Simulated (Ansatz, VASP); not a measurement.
# W: VASP beside Ansatz

Contents of INCAR:

```
PREC = Accurate ; ENCUT = 520
EDIFF = 1E-6 ; ISMEAR = 1
SIGMA = 0.01 ; LREAL = False
LASPH = True ; NELM = 150
ALGO = Normal ; ISIF = 2
LWAVE = False ; LCHARG = True
MAGMOM = 0 0 0 ; LORBIT = 11
LSORBIT = True ; GGA_COMPAT = False
LORBMOM = True ; LMAXMIX = 4
LDAU = True ; LDAUTYPE = 2
LDAUL = 2 ; LDAUU = 8
LDAUJ = 0 ; LDAUPRINT = 1
GGA = CA ; LVHAR = True
NBANDS = 25
```

KPOINTS

```
regular mesh
0
Gamma
  11 11 11
```

The input POSCAR:

```
W
1.0
    0.0000000000      1.9885598007      1.9885598007
    1.9885598007      0.0000000000      1.9885598007
    1.9885598007      1.9885598007      0.0000000000
W
1
Direct
    0.0000000000      0.0000000000      0.0000000000
```

File input.yaml:

```yaml
crystal:
  lattice:
    - [0.0, 1.9885598007, 1.9885598007]
    - [1.9885598007, 0.0, 1.9885598007]
    - [1.9885598007, 1.9885598007, 0.0]
  atoms:
    - { symbol: W, position: [0.0, 0.0, 0.0] }
hamiltonian:
  xc: lda
  pseudopotentials: { kind: paw_fr }
  hubbard: { sites: [{ species: W, l: d, u_eff: 8.0 }] }
magnetization:
  noncollinear: true
  spin_orbit: true
kpoints:
  mp_grid: { grid: [11, 11, 11] }
scf:
  occupations: { method: cold, width: 0.01 }
output:
  forces: true
  stress: true
  eigenvalues: true
```

Alike in both runs: task single point; functional LDA; k mesh 11 × 11 × 11; non-collinear spin, spin-orbit coupling; Hubbard terms W d U = 8.0 eV.

```csv
,VASP,Ansatz
version,VASP 6.6.1,Ansatz 0.2.0
potentials or method,"VASP PAW LDA potentials, release 64 (W_sv)",Ansatz PAW
plane-wave cutoff (eV),520,420
occupations,"methfessel-paxton of order 1, width 0.01 eV","cold, width 0.01 eV"
valence electrons in the cell,14,14
```

|  | VASP | Ansatz | Ansatz less VASP |
| --- | --- | --- | --- |
| net moment per atom (μB) | 0.00 | 0.00 | 0.000 |

LDA's correlation is that of Perdew and Zunger in VASP and of Perdew and Wang (1992) in Ansatz. The programs project onto different local orbitals, so the same U acts differently, and such runs can settle in different states.
